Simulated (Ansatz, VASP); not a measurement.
Given: the input of a run of Ansatz 0.2.0 on SnSe.

The input input:

```
crystal:
  lattice:
    - [0.0, 3.39084, 3.39084]
    - [3.39084, 0.0, 3.39084]
    - [3.39084, 3.39084, 0.0]
  atoms:
    - { symbol: Sn, position: [0.0, 0.0, 0.0] }
    - { symbol: Se, position: [0.75, 0.75, 0.75] }
hamiltonian:
  xc: hse06
  pseudopotentials: { kind: paw_fr }
magnetization:
  noncollinear: true
  spin_orbit: true
kpoints:
  mp_grid: { grid: [3, 3, 3] }
scf:
  occupations: { method: fermi_dirac, width: 0.05 }
output:
  forces: true
  stress: true
  eigenvalues: true
```

Question: Translate it to VASP 6.6.1. Potentials there: VASP PAW PBE potentials, release 64 (Sn_d, Se).

Answer: As run (the cutoff follows the program's own potentials):

File POSCAR:

```
SnSe
1.0
    0.0000000000      3.3908400000      3.3908400000
    3.3908400000      0.0000000000      3.3908400000
    3.3908400000      3.3908400000      0.0000000000
Sn Se
1 1
Direct
    0.0000000000      0.0000000000      0.0000000000
    0.7500000000      0.7500000000      0.7500000000
```

The input INCAR.step1:

```
PREC = Accurate ; ENCUT = 520
EDIFF = 1E-5 ; ISMEAR = -1
SIGMA = 0.05 ; LREAL = False
LASPH = True ; NELM = 150
ALGO = Normal ; ISIF = 2
LWAVE = True ; LCHARG = False
MAGMOM = 0 0 0 0 0 0 ; LORBIT = 11
LSORBIT = True ; GGA_COMPAT = False
LORBMOM = True ; NBANDS = 32
GGA = PE
```

The input INCAR.step2:

```
PREC = Accurate ; ENCUT = 520
EDIFF = 1E-6 ; ISMEAR = -1
SIGMA = 0.05 ; LREAL = False
LASPH = True ; NELM = 150
ALGO = Normal ; ISIF = 2
LWAVE = False ; LCHARG = False
MAGMOM = 0 0 0 0 0 0 ; LORBIT = 11
LSORBIT = True ; GGA_COMPAT = False
LORBMOM = True ; GGA = PE
LHFCALC = True ; HFSCREEN = 0.2079
PRECFOCK = Normal ; NBANDS = 32
ISTART = 1
```

File KPOINTS:

```
Automatic mesh
0
Gamma
  3 3 3
```

Potentials or basis: VASP PAW PBE potentials, release 64 (Sn_d, Se).

Run with:

```console
$ cat potpaw_PBE.64/Sn_d/POTCAR potpaw_PBE.64/Se/POTCAR > POTCAR
$ cp INCAR.step1 INCAR
$ mpirun -np 1 vasp_ncl > vasp.out
$ cp INCAR.step2 INCAR
$ mpirun -np 1 vasp_ncl > vasp.out
```

Both were run:

|  | VASP | Ansatz | Ansatz less VASP |
| --- | --- | --- | --- |
| pressure (GPa) | -1.4 | -1.4 | +0.05 |
| net moment per atom (μB) | 0.00 | 0.00 | 0.000 |

VASP's potentials hold 20 valence electrons a cell and Ansatz's 30, so a difference there can come from the potentials and not from the codes.

The k mesh is coarse, so the values compare programs but aren't converged. Noted on Ansatz's run: odd divisions of the mesh miss points on the zone boundary, where band edges often lie, so the gap on the mesh can be too wide.
